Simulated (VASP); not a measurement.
# ScGaI6 (P1) in VASP: single point with PBEsol

Aim: the single point of ScGaI6 with PBEsol.

All numbers are computed with VASP 6.6.1; they aren't measurements. Logs are shortened: lines on timing, memory, paths and dates and some standing lists are left out, and cuts for length are marked.

### 1 The cell of the first run

The typed cell holds 8 atoms: a = 7.562 Å, b = 7.562 Å, c = 7.563 Å, α = 55.36°, β = 55.37°, γ = 55.36°.

### 2 Single point, PBEsol

File INCAR:

```
PREC     = Accurate       # precision mode
ENCUT    = 520            # plane-wave cutoff, eV
EDIFF    = 1E-6           # SCF threshold, eV
ISMEAR   = -1             # smearing method
SIGMA    = 0.05           # smearing width, eV
LREAL    = False          # projectors in reciprocal space
LASPH    = True           # aspherical terms in the spheres
NELM     = 80             # most SCF steps
ALGO     = Normal         # electronic algorithm
ISIF     = 2              # what is computed and relaxed
LWAVE    = False          # write WAVECAR
LCHARG   = False          # write CHGCAR
GGA      = PS             # functional
NBANDS   = 43             # bands
```

File KPOINTS:

```
regular mesh
0
Gamma
  4 4 4
```

File POSCAR:

```
ScGaI6
1.0
    0.3725063177      5.3396350759      5.3418893868
    5.3398449534      0.3715699644      5.3411458530
    5.3420256473      5.3411155966      0.3736427337
Sc Ga I
1 1 6
Direct
    0.4997327773      0.4974919017      0.5092988433
   -0.0002920741     -0.0025072145      0.0095002774
    0.7547529421      0.4090245764      0.0914635271
    0.2442508188      0.5861008521      0.9270366756
    0.0818639697      0.7527774555      0.4207417445
    0.9173206300      0.2421805567      0.5980497841
    0.4111345897      0.0796481890      0.7646442565
    0.5882466718      0.9152770733      0.2540246785
```

Potentials or basis: VASP PAW PBE potentials, release 64 (Sc_sv, Ga_d, I).

Run with:

```sh
$ cat potpaw_PBE.64/Sc_sv/POTCAR potpaw_PBE.64/Ga_d/POTCAR potpaw_PBE.64/I/POTCAR > POTCAR
$ mpirun -np 1 vasp_std > vasp.out
```

OUTCAR:

```text
PREC = Accurate
   ENCUT = 520
   EDIFF = 1E-6
   ISMEAR = -1
   LREAL = False
   LASPH = True
   NELM = 80
   ISIF = 2
   GGA = PS

 ion  position               nearest neighbor table
   1  0.500  0.497  0.509-   6 2.86   8 2.86   4 2.86   7 2.86   5 2.86   3 2.86
   2  1.000  0.997  0.010-   5 2.80   3 2.80   7 2.80   8 2.80   4 2.80   6 2.80
   3  0.755  0.409  0.091-   2 2.80   1 2.86
   4  0.244  0.586  0.927-   2 2.80   1 2.86
   5  0.082  0.753  0.421-   2 2.80   1 2.86
   6  0.917  0.242  0.598-   2 2.80   1 2.86
   7  0.411  0.080  0.765-   2 2.80   1 2.86
   8  0.588  0.915  0.254-   2 2.80   1 2.86

  LATTYP: Found a triclinic cell.
 ALAT       =    12.4892625186
 B/A-ratio  =     0.5626482684
 C/A-ratio  =     0.6054589475
 COS(alpha) =     0.0000166141
 COS(beta)  =     0.3442034831
 COS(gamma) =     0.8440756172

  Lattice vectors:

 A1 = ( -10.3115449769,  -5.3425961173,   4.5946039194)
 A2 = (  -4.9695193296,  -0.0014805207,   4.9682466531)
 A3 = (  -5.3398449534,  -0.3715699644,  -5.3411458530)

Analysis of symmetry for initial positions (statically):
=====================================================================
 Subroutine PRICEL returns:
 Original cell was already a primitive cell.

 Routine SETGRP: Setting up the symmetry group for a
 triclinic supercell.

 Subroutine GETGRP returns: Found  1 space group operations
 (whereof  1 operations were pure point group operations)
 out of a pool of  2 trial point group operations.

The static configuration has the point symmetry C_1 .

Analysis of symmetry for dynamics (positions and initial velocities):
=====================================================================
 Subroutine PRICEL returns:
 Original cell was already a primitive cell.

 Routine SETGRP: Setting up the symmetry group for a
 triclinic supercell.

 Subroutine GETGRP returns: Found  1 space group operations
 (whereof  1 operations were pure point group operations)
 out of a pool of  2 trial point group operations.

The dynamic configuration has the point symmetry C_1 .

 Subroutine INISYM returns: Found  1 space group operations
 (whereof  1 operations are pure point group operations),
 and found     1 'primitive' translations

----------------------------------------------------------------------------------------

                                     Primitive cell

  volume of cell :     272.8760

  direct lattice vectors                    reciprocal lattice vectors
     0.372506318  5.339635076  5.341889387    -0.104035698  0.097250568  0.097244884
     5.339844953  0.371569964  5.341145853     0.097247596 -0.104066785  0.097241495
     5.342025647  5.341115597  0.373642734     0.097241553  0.097242896 -0.103982811

  length of vectors
     7.562158814  7.561735739  7.563356578     0.172446127  0.172461297  0.172408020

  position of ions in fractional coordinates (direct lattice)
     0.499732777  0.497491902  0.509298843
     0.999707926  0.997492786  0.009500277
     0.754752942  0.409024576  0.091463527
     0.244250819  0.586100852  0.927036676
     0.081863970  0.752777456  0.420741744
     0.917320630  0.242180557  0.598049784
     0.411134590  0.079648189  0.764644256
     0.588246672  0.915277073  0.254024679

  ion indices of the primitive-cell ions
   primitive index   ion index
                 1           1
                 2           2
                 3           3
                 4           4
                 5           5
                 6           6
                 7           7
                 8           8

----------------------------------------------------------------------------------------

 KPOINTS: regular mesh

Automatic generation of k-mesh.
 Grid dimensions read from file:
 generate k-points for:    4    4    4

 Generating k-lattice:

  Cartesian coordinates                     Fractional coordinates (reciprocal lattice)
    -0.026008925  0.024312642  0.024311221     0.250000000  0.000000000  0.000000000
     0.024311899 -0.026016696  0.024310374     0.000000000  0.250000000 -0.000000000
     0.024310388  0.024310724 -0.025995703     0.000000000  0.000000000  0.250000000

  Length of vectors
     0.043111532  0.043115324  0.043102005

  Shift w.r.t. Gamma in fractional coordinates (k-lattice)
     0.000000000  0.000000000  0.000000000

 Subroutine IBZKPT returns following result:
 ===========================================

 Found     36 irreducible k-points:

 Following reciprocal coordinates:
            Coordinates               Weight
  0.000000  0.000000  0.000000      1.000000
  0.250000  0.000000 -0.000000      2.000000
  0.500000  0.000000 -0.000000      1.000000
 -0.000000  0.250000 -0.000000      2.000000
  0.250000  0.250000 -0.000000      2.000000
  0.500000  0.250000 -0.000000      2.000000
[... 16 lines left out ...]
 -0.000000 -0.250000  0.250000      2.000000
  0.250000 -0.250000  0.250000      2.000000
 [... further k-points ...]
   k-points           NKPTS =     36   k-points in BZ     NKDIM =     36   number of bands    NBANDS=     43
   number of dos      NEDOS =    301   number of ions     NIONS =      8
   total plane-waves  NPLWV = 175616
   dimension x,y,z NGX =    56 NGY =   56 NGZ =   56
   dimension x,y,z NGXF=   112 NGYF=  112 NGZF=  112
   ions per type =               1   1   6
   NGX,Y,Z   is equivalent  to a cutoff of  12.31, 12.31, 12.31 a.u.
   NGXF,Y,Z  is equivalent  to a cutoff of  24.62, 24.62, 24.62 a.u.
 SYSTEM =  unknown system
   PREC   = accura    normal or accurate (medium, high low for compatibility)
   ISTART =      0    job   : 0-new  1-cont  2-samecut
   ICHARG =      2    charge: 1-file 2-atom 10-const
   ISPIN  =      1    spin polarized calculation?
   LNONCOLLINEAR =      F non collinear calculations
   LSORBIT =      F    spin-orbit coupling
   LASPH  =      T    aspherical Exc in radial PAW
   ENCUT  =  520.0 eV  38.22 Ry    6.18 a.u.  14.06 14.06 14.06*2*pi/ulx,y,z
   NELM   =     80;   NELMIN=  2; NELMDL= -5     # of ELM steps
   EDIFF  = 0.1E-05   stopping-criterion for ELM
   LREAL  =      F    real-space projection
   EDIFFG = 0.1E-04   stopping-criterion for IOM
   NSW    =      0    number of steps for IOM
   IBRION =     -1    ionic relax: 0-MD 1-quasi-New 2-CG
   NFREE  =      0    steps in history (QN), initial steepest desc. (CG)
   ISIF   =      2    stress and relaxation
   ISYM   =      2    0-nonsym 1-usesym 2-fastsym
   POTIM  = 0.5000    time-step for ionic-motion
   TEBEG  =    0.0;   TEEND  =   0.0 temperature during run
   PSTRESS=    0.0 pullay stress
   NELECT =      66.0000    total number of electrons
   NUPDOWN=      -1.0000    fix difference up-down
   EMIN   =  10.00;   EMAX   =-10.00  energy-range for DOS
   EFERMI =   0.00;   METHOD = LEGACY
   ISMEAR =    -1;   SIGMA  =   0.05  broadening in eV -4-tet -1-fermi 0-gaus
   EFERMI_NEDOS =   21; number of points for ismear=-14 and -15
   IALGO  =     38    algorithm
   IMIX   =      4    mixing-type and parameters
     AMIX     =   0.40;   BMIX     =  1.00
     AMIX_MAG =   1.60;   BMIX_MAG =  1.00
  volume/ion in A,a.u.               =      34.11       230.18
  Fermi-wavevector in a.u.,A,eV,Ry     =   1.020002  1.927524 14.155558  1.040404
  Thomas-Fermi vector in A             =   2.153547
   LORBIT       =      0    0 simple, 1 ext, 2 COOP (PROOUT), +10 PAW based schemes
   GGA     = PS    functional components
   LHFCALC =     F    Hartree Fock is set to
   AEXX    =    0.0000 exact exchange contribution
   IVDW    =     0    specifies the selected vdW correction
   LEPSILON=     F    determine dielectric tensor
   LRPA    =     F    only Hartree local field effects (RPA)
 non-spin polarized calculation
  energy-cutoff  :      520.00
  volume of cell :      272.88
 maximum number of plane-waves:      7380
   NGX = 29   NGY = 29   NGZ = 29

 number of electron      65.9999998 magnetization

 Free energy of the ion-electron system (eV)
  ---------------------------------------------------
  ext. energy  EPLUGINS =         0.00000000
  ---------------------------------------------------
  free energy    TOTEN  =       -26.21930544 eV

  energy without entropy =      -26.21892328  energy(sigma->0) =      -26.21911436

 E-fermi :   3.7314     XC(G=0):  -8.9366

 val. band max:        3.5227906521   @ k =   0.0000   0.0000   0.0000
 cond. band min:       4.0406124270   @ k =  -0.2500   0.2500   0.5000
 fundamental gap:      0.5178217749
 Fermi energy:         3.7314031541

 k-point     1 :       0.0000    0.0000    0.0000
  band No.  band energies     occupation
      1     -46.0709      2.00000
      2     -24.7880      2.00000
      3     -24.7880      2.00000
      4     -24.7657      2.00000
      5     -11.5624      2.00000
      6     -11.5623      2.00000
[... 35 lines left out ...]
     42       7.7897      0.00000
     43       9.0383      0.00000

 k-point     2 :       0.2500    0.0000   -0.0000
  band No.  band energies     occupation
      1     -46.0709      2.00000
      2     -24.7881      2.00000
      3     -24.7880      2.00000
      4     -24.7657      2.00000
      5     -11.5625      2.00000
      6     -11.5621      2.00000
[... 35 lines left out ...]
     42       8.4211      0.00000
     43       9.6090      0.00000

 k-point     3 :       0.5000    0.0000   -0.0000
  band No.  band energies     occupation
      1     -46.0709      2.00000
      2     -24.7881      2.00000
      3     -24.7880      2.00000
      4     -24.7657      2.00000
      5     -11.5626      2.00000
      6     -11.5619      2.00000
[... 919 lines left out ...]
      6     -11.5621      2.00000
[... 35 lines left out ...]
     42       8.8106      0.00000
     43       9.1446      0.00000

 k-point    24 :       0.2500   -0.2500    0.2500
  band No.  band energies     occupation
      1     -46.0709      2.00000
      2     -24.7881      2.00000
      3     -24.7880      2.00000
      4     -24.7657      2.00000
      5     -11.5625      2.00000
      6     -11.5622      2.00000
[... 35 lines left out ...]
     42       8.6470      0.00000
     43       9.0590      0.00000

 [... further k-points ...]

------------------------ aborting loop because EDIFF is reached ----------------------------------------

  FORCE on cell =-STRESS in cart. coord.  units (eV):
  Direction    XX          YY          ZZ          XY          YZ          ZX
  --------------------------------------------------------------------------------------
  -------------------------------------------------------------------------------------
  Total        0.0763524      0.0859215      0.0823005      0.0006326      0.0074384      0.0085973
  in kB        0.4482994      0.5044836      0.4832230      0.0037141      0.0436741      0.0504789
  external PRESSURE =       0.4786687 kB  Pullay stress =       0.0000000 kB

 VOLUME and BASIS-vectors are now :
 -----------------------------------------------------------------------------
  energy-cutoff  :      520.00
  volume of cell :      272.88
      direct lattice vectors                 reciprocal lattice vectors
     0.372506318  5.339635076  5.341889387    -0.104035698  0.097250568  0.097244884
     5.339844953  0.371569964  5.341145853     0.097247596 -0.104066785  0.097241495
     5.342025647  5.341115597  0.373642734     0.097241553  0.097242896 -0.103982811

 POSITION                                       TOTAL-FORCE (eV/Angst)
 -----------------------------------------------------------------------------------
      5.56337      5.57347      5.51699         0.000581      0.000499      0.000026
      5.74961      5.75946     10.67163        -0.001535     -0.001087     -0.000311
      2.95388      4.67060      6.25064        -0.002738     -0.000276      0.004217
      8.17293      6.47340      4.78159         0.003892      0.001771     -0.003997
      6.29782      2.96406      4.61521         0.004446     -0.003376     -0.002211
      4.82971      8.18240      6.41720        -0.005303      0.003732      0.003108
      4.66321      6.30896      2.90735        -0.001639      0.003220     -0.003923
      6.46357      4.83789      8.12589         0.002295     -0.004483      0.003091
 -----------------------------------------------------------------------------------
    total drift:                                0.000182      0.000340     -0.000070

  FREE ENERGIE OF THE ION-ELECTRON SYSTEM (eV)
  ---------------------------------------------------
  free  energy   TOTEN  =       -26.2193054422 eV

  energy  without entropy=      -26.2189232832  energy(sigma->0) =      -26.21911436
```

Run time: 9.3 min. Hardware: 1 thread of Intel Xeon Platinum 8259CL at 2.50GHz (Skylake/Cascade Lake), shared host; peak memory 0.69 GiB.

What came out:

- Free energy: -26.2193 eV
- Pressure: 0.0 GPa
- Largest force: 0.007 eV/Å
- Band gap on the k mesh: 0.52 eV (least direct gap 0.92 eV)

Forces on the atoms (eV/Å):
```
Sc   0.001  0.000  0.000
Ga  -0.002 -0.001  0.000
I   -0.003  0.000  0.004
I    0.004  0.002 -0.004
I    0.004 -0.003 -0.002
I   -0.005  0.004  0.003
I   -0.002  0.003 -0.004
I    0.002 -0.004  0.003
```

Levels at points of the mesh, in eV from the valence-band top:
```
           k point  band 31  band 32  band 33  band 34  band 35  band 36
(0.00, 0.00, 0.00)    -0.23    -0.23     0.00     0.92     2.04     2.06
(0.50, 0.00, 0.00)    -0.85    -0.62    -0.37     0.95     1.65     1.89
(0.00, 0.50, 0.00)    -0.85    -0.62    -0.37     0.95     1.65     1.89
(0.50, 0.50, 0.00)    -0.97    -0.66    -0.51     0.57     1.94     2.21
(0.00, 0.00, 0.50)    -0.86    -0.62    -0.37     0.95     1.65     1.89
(0.50, 0.00, 0.50)    -0.97    -0.66    -0.51     0.57     1.94     2.21
(0.00, 0.50, 0.50)    -0.97    -0.66    -0.51     0.57     1.94     2.21
(0.50, 0.50, 0.50)    -0.74    -0.43    -0.43     1.02     1.97     1.97
```

Caveat: the PAW data sets were made with another functional, which shifts forces and pressure a little; spin-orbit coupling is left out, which moves the levels of the heavy elements.
